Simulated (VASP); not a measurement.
# TiRh3 (Pm-3m) in VASP: further runs

Runs on TiRh3. Level: LDA. Tasks: single point.

Program: VASP 6.6.1. These are calculated values, not measurements. Logs are shortened: lines on timing, memory, paths and dates and some standing lists are left out, and cuts for length are marked.

### 1 The cell of the first run

Symmetry: Pm-3m, No. 221, cubic system. Conventional cell: a = 3.751 Å, b = 3.751 Å, c = 3.751 Å, α = 90.00°, β = 90.00°, γ = 90.00°. Within 3.5 Å of Ti (site symmetry m-3m) lie 12 Rh at 2.65 Å. Rh (site symmetry 4/mmm) has 4 Ti at 2.65 Å and 8 Rh at 2.65 Å within 3.5 Å.

### 2 Single point, LDA

The input, INCAR:

```
PREC = Accurate
ENCUT = 520
EDIFF = 1E-7
ISMEAR = -1
SIGMA = 0.15
LREAL = F
LASPH = T
NELM = 60
ALGO = Fast
ISIF = 2
LWAVE = F
LCHARG = F
GGA = CA
NBANDS = 36
```

The input, KPOINTS:

```
Automatic mesh
0
Gamma
  12 12 12
```

The input, POSCAR:

```
TiRh3
1.0
    3.7511335183      0.0000000000      0.0000000000
    0.0000000000      3.7511335183      0.0000000000
    0.0000000000      0.0000000000      3.7511335183
Ti Rh
1 3
Direct
    0.0000000000      0.0000000000      0.0000000000
    0.0000000000      0.5000000000      0.5000000000
    0.5000000000      0.0000000000      0.5000000000
    0.5000000000      0.5000000000      0.0000000000
```

Potentials or basis: VASP PAW LDA potentials, release 64 (Ti_sv, Rh_pv).

On the command line:

```console
$ cat potpaw_LDA.64/Ti_sv/POTCAR potpaw_LDA.64/Rh_pv/POTCAR > POTCAR
$ mpirun -np 1 vasp_std > vasp.out
```

OUTCAR:

```text
PREC = Accurate
   ENCUT = 520
   EDIFF = 1E-7
   ISMEAR = -1
   LREAL = F
   LASPH = T
   NELM = 60
   ISIF = 2
   GGA = CA

 ion  position               nearest neighbor table
   1  0.000  0.000  0.000-   2 2.65   3 2.65   4 2.65   2 2.65   3 2.65   2 2.65   4 2.65   2 2.65
                             3 2.65   4 2.65   3 2.65   4 2.65
   2  0.000  0.500  0.500-   1 2.65   3 2.65   4 2.65   1 2.65   4 2.65   1 2.65   3 2.65   1 2.65
                             3 2.65   4 2.65   4 2.65   3 2.65
   3  0.500  0.000  0.500-   1 2.65   2 2.65   4 2.65   1 2.65   4 2.65   2 2.65   4 2.65   4 2.65
                             1 2.65   2 2.65   1 2.65   2 2.65
   4  0.500  0.500  0.000-   1 2.65   2 2.65   3 2.65   2 2.65   3 2.65   1 2.65   3 2.65   3 2.65
                             1 2.65   2 2.65   2 2.65   1 2.65

  LATTYP: Found a simple cubic cell.
 ALAT       =     3.7511335183

  Lattice vectors:

 A1 = (   3.7511335183,   0.0000000000,   0.0000000000)
 A2 = (   0.0000000000,   3.7511335183,   0.0000000000)
 A3 = (   0.0000000000,   0.0000000000,   3.7511335183)

Analysis of symmetry for initial positions (statically):
=====================================================================
 Subroutine PRICEL returns:
 Original cell was already a primitive cell.

 Routine SETGRP: Setting up the symmetry group for a
 simple cubic supercell.

 Subroutine GETGRP returns: Found 48 space group operations
 (whereof 48 operations were pure point group operations)
 out of a pool of 48 trial point group operations.

The static configuration has the point symmetry O_h .

Analysis of symmetry for dynamics (positions and initial velocities):
=====================================================================
 Subroutine PRICEL returns:
 Original cell was already a primitive cell.

 Routine SETGRP: Setting up the symmetry group for a
 simple cubic supercell.

 Subroutine GETGRP returns: Found 48 space group operations
 (whereof 48 operations were pure point group operations)
 out of a pool of 48 trial point group operations.

The dynamic configuration has the point symmetry O_h .

 Subroutine INISYM returns: Found 48 space group operations
 (whereof 48 operations are pure point group operations),
[... 94 lines left out ...]
   ISPIN  =      1    spin polarized calculation?
   LNONCOLLINEAR =      F non collinear calculations
   LSORBIT =      F    spin-orbit coupling
   LASPH  =      T    aspherical Exc in radial PAW
   ENCUT  =  520.0 eV  38.22 Ry    6.18 a.u.   6.97  6.97  6.97*2*pi/ulx,y,z
   NELM   =     60;   NELMIN=  2; NELMDL= -5     # of ELM steps
   EDIFF  = 0.1E-06   stopping-criterion for ELM
   LREAL  =      F    real-space projection
   EDIFFG = 0.1E-05   stopping-criterion for IOM
   NSW    =      0    number of steps for IOM
   IBRION =     -1    ionic relax: 0-MD 1-quasi-New 2-CG
   NFREE  =      0    steps in history (QN), initial steepest desc. (CG)
   ISIF   =      2    stress and relaxation
   ISYM   =      2    0-nonsym 1-usesym 2-fastsym
   POTIM  = 0.5000    time-step for ionic-motion
   TEBEG  =    0.0;   TEEND  =   0.0 temperature during run
   PSTRESS=    0.0 pullay stress
   NELECT =      57.0000    total number of electrons
   NUPDOWN=      -1.0000    fix difference up-down
   EMIN   =  10.00;   EMAX   =-10.00  energy-range for DOS
   EFERMI =   0.00;   METHOD = LEGACY
   ISMEAR =    -1;   SIGMA  =   0.15  broadening in eV -4-tet -1-fermi 0-gaus
   EFERMI_NEDOS =   21; number of points for ismear=-14 and -15
   IALGO  =     68    algorithm
   IMIX   =      4    mixing-type and parameters
     AMIX     =   0.40;   BMIX     =  1.00
     AMIX_MAG =   1.60;   BMIX_MAG =  1.00
  volume/ion in A,a.u.               =      13.20        89.05
  Fermi-wavevector in a.u.,A,eV,Ry     =   1.679593  3.173970 38.382456  2.821031
  Thomas-Fermi vector in A             =   2.763477
   LORBIT       =      0    0 simple, 1 ext, 2 COOP (PROOUT), +10 PAW based schemes
   GGA     = CA    functional components
   LHFCALC =     F    Hartree Fock is set to
   AEXX    =    0.0000 exact exchange contribution
   IVDW    =     0    specifies the selected vdW correction
   LEPSILON=     F    determine dielectric tensor
   LRPA    =     F    only Hartree local field effects (RPA)
 non-spin polarized calculation
 RMM-DIIS sequential band-by-band and
  energy-cutoff  :      520.00
  volume of cell :       52.78
 maximum number of plane-waves:      1452
 NGX is ok and might be reduce to    28
   NGX = 13   NGY = 13   NGZ = 13

 number of electron      56.9999995 magnetization

 Free energy of the ion-electron system (eV)
  ---------------------------------------------------
  ext. energy  EPLUGINS =         0.00000000
  ---------------------------------------------------
  free energy    TOTEN  =       -37.31403044 eV

  energy without entropy =      -37.07253915  energy(sigma->0) =      -37.19328480

 E-fermi :  12.0080     XC(G=0): -14.2545

 val. band max:       11.9858510948   @ k =   0.4167   0.3333   0.3333
 cond. band min:      12.0107693326   @ k =   0.3333   0.3333   0.0833
 fundamental gap:      0.0249182378
 Fermi energy:        12.0080239199

 k-point     1 :       0.0000    0.0000    0.0000
  band No.  band energies     occupation
      1     -44.1691      2.00000
      2     -34.5379      2.00000
      3     -34.5379      2.00000
      4     -34.5379      2.00000
      5     -34.1812      2.00000
      6     -34.1812      2.00000
[... 925 lines left out ...]
     35      15.4282      0.00000
     36      17.4116      0.00000

 [... further k-points ...]

------------------------ aborting loop because EDIFF is reached ----------------------------------------

  FORCE on cell =-STRESS in cart. coord.  units (eV):
  Direction    XX          YY          ZZ          XY          YZ          ZX
  --------------------------------------------------------------------------------------
  -------------------------------------------------------------------------------------
  Total        1.9156085      1.9156085      1.9156085      0.0000000     -0.0000000      0.0000000
  in kB       58.1473281     58.1473281     58.1473281      0.0000000     -0.0000000      0.0000000
  external PRESSURE =      58.1473281 kB  Pullay stress =       0.0000000 kB

 VOLUME and BASIS-vectors are now :
 -----------------------------------------------------------------------------
  energy-cutoff  :      520.00
  volume of cell :       52.78
      direct lattice vectors                 reciprocal lattice vectors
     3.751133518  0.000000000  0.000000000     0.266586085  0.000000000  0.000000000
     0.000000000  3.751133518  0.000000000     0.000000000  0.266586085  0.000000000
     0.000000000  0.000000000  3.751133518     0.000000000  0.000000000  0.266586085

 POSITION                                       TOTAL-FORCE (eV/Angst)
 -----------------------------------------------------------------------------------
      0.00000      0.00000      0.00000         0.000000      0.000000      0.000000
      0.00000      1.87557      1.87557         0.000000      0.000000      0.000000
      1.87557      0.00000      1.87557         0.000000      0.000000      0.000000
      1.87557      1.87557      0.00000         0.000000      0.000000      0.000000
 -----------------------------------------------------------------------------------
    total drift:                                0.000000      0.000000      0.000000

  FREE ENERGIE OF THE ION-ELECTRON SYSTEM (eV)
  ---------------------------------------------------
  free  energy   TOTEN  =       -37.3140304397 eV

  energy  without entropy=      -37.0725391549  energy(sigma->0) =      -37.19328480
```

OSZICAR:

```text
N       E                     dE             d eps       ncg     rms          rms(c)
DAV:   1     0.758313789308E+03    0.75831E+03   -0.32876E+04  6048   0.192E+03
DAV:   2     0.344128688277E+01   -0.75487E+03   -0.73656E+03  6224   0.594E+02
DAV:   3    -0.388997364996E+02   -0.42341E+02   -0.40425E+02  7924   0.141E+02
[... 19 lines left out ...]
RMM:  23    -0.373140297282E+02   -0.45182E-06   -0.52036E-06  6714   0.576E-03    0.543E-04
RMM:  24    -0.373140300851E+02   -0.35687E-06   -0.38479E-06  5957   0.419E-03    0.480E-04
RMM:  25    -0.373140302393E+02   -0.15423E-06   -0.18783E-06  5185   0.356E-03    0.640E-04
RMM:  26    -0.373140303803E+02   -0.14101E-06   -0.16302E-06  4898   0.308E-03    0.946E-04
RMM:  27    -0.373140304397E+02   -0.59426E-07   -0.82954E-07  4711   0.277E-03
   1 F= -.37314030E+02 E0= -.37193285E+02  d E =-.241491E+00
```

Run time: 3.6 min. Hardware: 1 thread of AMD EPYC 9R45 (Zen 5), shared host; peak memory 0.19 GiB.

Results:

```yaml
Free_energy: -37.3140 eV
Pressure: 5.8 GPa
```

### 3 Single point, LDA

This run uses another cell than the first one, of 13.40 Å³/atom, 1.016 times its volume.

The input, INCAR:

```
ALGO = Fast ; EDIFF = 1E-6
ENCUT = 520 ; GGA = CA
ISIF = 2 ; ISMEAR = 0
LASPH = T ; LCHARG = F
LREAL = F ; LWAVE = F
NBANDS = 36 ; NELM = 100
PREC = Accurate ; SIGMA = 0.1
```

The input, KPOINTS:

```
k-points
0
Gamma
  12 12 12
```

The input, POSCAR:

```
TiRh3
1.0
    3.7705119598      0.0000000000      0.0000000000
    0.0000000000      3.7705119598      0.0000000000
    0.0000000000      0.0000000000      3.7705119598
Ti Rh
1 3
Direct
    0.0000000000      0.0000000000      0.0000000000
    0.0000000000      0.5000000000      0.5000000000
    0.5000000000      0.0000000000      0.5000000000
    0.5000000000      0.5000000000      0.0000000000
```

Potentials or basis: VASP PAW LDA potentials, release 64 (Ti_sv, Rh_pv).

On the command line:

```console
$ cat potpaw_LDA.64/Ti_sv/POTCAR potpaw_LDA.64/Rh_pv/POTCAR > POTCAR
$ mpirun -np 1 vasp_std > vasp.out
```

OUTCAR:

```text
EDIFF = 1E-6
   ENCUT = 520
   GGA = CA
   ISIF = 2
   ISMEAR = 0
   LASPH = T
   LREAL = F
   NELM = 100
   PREC = Accurate

 ion  position               nearest neighbor table
   1  0.000  0.000  0.000-   2 2.67   3 2.67   4 2.67   2 2.67   3 2.67   2 2.67   4 2.67   2 2.67
                             3 2.67   4 2.67   3 2.67   4 2.67
   2  0.000  0.500  0.500-   1 2.67   3 2.67   4 2.67   1 2.67   4 2.67   1 2.67   3 2.67   1 2.67
                             3 2.67   4 2.67   4 2.67   3 2.67
   3  0.500  0.000  0.500-   1 2.67   2 2.67   4 2.67   1 2.67   4 2.67   2 2.67   4 2.67   4 2.67
                             1 2.67   2 2.67   1 2.67   2 2.67
   4  0.500  0.500  0.000-   1 2.67   2 2.67   3 2.67   2 2.67   3 2.67   1 2.67   3 2.67   3 2.67
                             1 2.67   2 2.67   2 2.67   1 2.67

  LATTYP: Found a simple cubic cell.
 ALAT       =     3.7705119598

  Lattice vectors:

 A1 = (   3.7705119598,   0.0000000000,   0.0000000000)
 A2 = (   0.0000000000,   3.7705119598,   0.0000000000)
 A3 = (   0.0000000000,   0.0000000000,   3.7705119598)

Analysis of symmetry for initial positions (statically):
=====================================================================
 Subroutine PRICEL returns:
 Original cell was already a primitive cell.

 Routine SETGRP: Setting up the symmetry group for a
 simple cubic supercell.

 Subroutine GETGRP returns: Found 48 space group operations
 (whereof 48 operations were pure point group operations)
 out of a pool of 48 trial point group operations.

The static configuration has the point symmetry O_h .

Analysis of symmetry for dynamics (positions and initial velocities):
=====================================================================
 Subroutine PRICEL returns:
 Original cell was already a primitive cell.

[... 127 lines left out ...]
   EFERMI_NEDOS =   21; number of points for ismear=-14 and -15
   IALGO  =     68    algorithm
   IMIX   =      4    mixing-type and parameters
     AMIX     =   0.40;   BMIX     =  1.00
     AMIX_MAG =   1.60;   BMIX_MAG =  1.00
  volume/ion in A,a.u.               =      13.40        90.44
  Fermi-wavevector in a.u.,A,eV,Ry     =   1.670960  3.157657 37.988939  2.792108
  Thomas-Fermi vector in A             =   2.756366
   LORBIT       =      0    0 simple, 1 ext, 2 COOP (PROOUT), +10 PAW based schemes
   GGA     = CA    functional components
   LHFCALC =     F    Hartree Fock is set to
   AEXX    =    0.0000 exact exchange contribution
   IVDW    =     0    specifies the selected vdW correction
   LEPSILON=     F    determine dielectric tensor
   LRPA    =     F    only Hartree local field effects (RPA)
 non-spin polarized calculation
 RMM-DIIS sequential band-by-band and
 Gauss-broadening in eV      SIGMA  =   0.10
  energy-cutoff  :      520.00
  volume of cell :       53.60
 maximum number of plane-waves:      1472
   NGX = 15   NGY = 15   NGZ = 15

 number of electron      57.0000024 magnetization

 Free energy of the ion-electron system (eV)
  ---------------------------------------------------
  ext. energy  EPLUGINS =         0.00000000
  ---------------------------------------------------
  free energy    TOTEN  =       -37.21425247 eV

  energy without entropy =      -37.19722762  energy(sigma->0) =      -37.20574005

 E-fermi :  11.6924     XC(G=0): -14.1593

 val. band max:       11.6854143869   @ k =   0.1667   0.0833   0.0000
 cond. band min:      11.7037936829   @ k =   0.3333   0.0833   0.0833
 fundamental gap:      0.0183792960
 Fermi energy:        11.6924425143

 k-point     1 :       0.0000    0.0000    0.0000
  band No.  band energies     occupation
      1     -44.4689      2.00000
      2     -34.7533      2.00000
      3     -34.7533      2.00000
      4     -34.7533      2.00000
      5     -34.4188      2.00000
      6     -34.4188      2.00000
[... 925 lines left out ...]
     35      15.0848      0.00000
     36      17.0416      0.00000

 [... further k-points ...]

------------------------ aborting loop because EDIFF is reached ----------------------------------------

  FORCE on cell =-STRESS in cart. coord.  units (eV):
  Direction    XX          YY          ZZ          XY          YZ          ZX
  --------------------------------------------------------------------------------------
  -------------------------------------------------------------------------------------
  Total        0.2641490      0.2641490      0.2641490      0.0000000      0.0000000      0.0000000
  in kB        7.8951164      7.8951164      7.8951164      0.0000000      0.0000000      0.0000000
  external PRESSURE =       7.8951164 kB  Pullay stress =       0.0000000 kB

 VOLUME and BASIS-vectors are now :
 -----------------------------------------------------------------------------
  energy-cutoff  :      520.00
  volume of cell :       53.60
      direct lattice vectors                 reciprocal lattice vectors
     3.770511960  0.000000000  0.000000000     0.265215973  0.000000000  0.000000000
     0.000000000  3.770511960  0.000000000     0.000000000  0.265215973  0.000000000
     0.000000000  0.000000000  3.770511960     0.000000000  0.000000000  0.265215973

 POSITION                                       TOTAL-FORCE (eV/Angst)
 -----------------------------------------------------------------------------------
      0.00000      0.00000      0.00000         0.000000      0.000000      0.000000
      0.00000      1.88526      1.88526         0.000000      0.000000      0.000000
      1.88526      0.00000      1.88526         0.000000      0.000000      0.000000
      1.88526      1.88526      0.00000         0.000000      0.000000      0.000000
 -----------------------------------------------------------------------------------
    total drift:                                0.000000      0.000000      0.000000

  FREE ENERGIE OF THE ION-ELECTRON SYSTEM (eV)
  ---------------------------------------------------
  free  energy   TOTEN  =       -37.2142524723 eV

  energy  without entropy=      -37.1972276179  energy(sigma->0) =      -37.20574005
```

OSZICAR:

```text
N       E                     dE             d eps       ncg     rms          rms(c)
DAV:   1     0.760556286955E+03    0.76056E+03   -0.32958E+04  6056   0.192E+03
DAV:   2     0.423632256457E+01   -0.75632E+03   -0.73866E+03  6220   0.592E+02
DAV:   3    -0.387692618088E+02   -0.43006E+02   -0.41014E+02  7964   0.141E+02
[... 15 lines left out ...]
RMM:  19    -0.372142475728E+02   -0.87635E-05   -0.10699E-04  8388   0.409E-02    0.171E-02
RMM:  20    -0.372142501459E+02   -0.25731E-05   -0.40352E-05  7556   0.213E-02    0.130E-02
RMM:  21    -0.372142509582E+02   -0.81230E-06   -0.18615E-05  6876   0.144E-02    0.735E-03
RMM:  22    -0.372142519764E+02   -0.10182E-05   -0.13303E-05  6303   0.107E-02    0.335E-03
RMM:  23    -0.372142524723E+02   -0.49598E-06   -0.68577E-06  5831   0.882E-03
   1 F= -.37214252E+02 E0= -.37205740E+02  d E =-.170249E-01
```

Wall time 3.2 min (1 thread of AMD EPYC 9R45 (Zen 5), shared host); peak memory 0.2 GiB.

What came out:

| Item | Value |
| --- | --- |
| Free energy | -37.2143 eV |
| Pressure | 0.8 GPa |
